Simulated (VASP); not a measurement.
Wanted: the native input for a VASP 6.6.1 run.

| Quantity | Value |
| --- | --- |
| Task | single point |
| Functional | LDA |
| Potentials or basis | VASP PAW LDA potentials, release 64 (Ti_sv) |
| Cutoff | 520 eV |
| k mesh | 16 × 16 × 10 |
| Occupations | gaussian, width 0.05 eV |
| Spin | no spin polarisation |
| Dipole correction | no |
| Further INCAR settings | ALGO = Normal; EDIFF = 1e-06; NBANDS = 19 |

The structure of Ti lies in POSCAR:

```
Ti
1.0
    2.8628134487      0.0000000000      0.0000000000
   -1.4314067243      2.4792691728      0.0000000000
    0.0000000000      0.0000000000      4.5331342775
Ti
2
Direct
    0.3333333333      0.6666666667      0.7500000000
    0.6666666667      0.3333333333      0.2500000000
```

One way to write it, as run:

INCAR

```
ALGO = Normal
EDIFF = 1E-6
ENCUT = 520
ISIF = 2
ISMEAR = 0
LASPH = T
LCHARG = F
LREAL = F
LWAVE = F
NBANDS = 19
NELM = 60
PREC = Accurate
SIGMA = 0.05
```

KPOINTS

```
k-points
0
Gamma
  16 16 10
```

Potentials or basis: VASP PAW LDA potentials, release 64 (Ti_sv).

Command:

```bash
$ cat potpaw_LDA.64/Ti_sv/POTCAR > POTCAR
$ mpirun -np 1 vasp_std > vasp.out
```

Results of the run:

The pressure is -0.1 GPa. The band gap on the k mesh is zero (band 12 reaches 9.76 eV, above the bottom of band 13 at 8.66 eV).

It took 53 s on 1 thread of Intel(R) Xeon(R) Platinum 8488C (Sapphire Rapids) (shared host), peak memory 0.2 GiB.
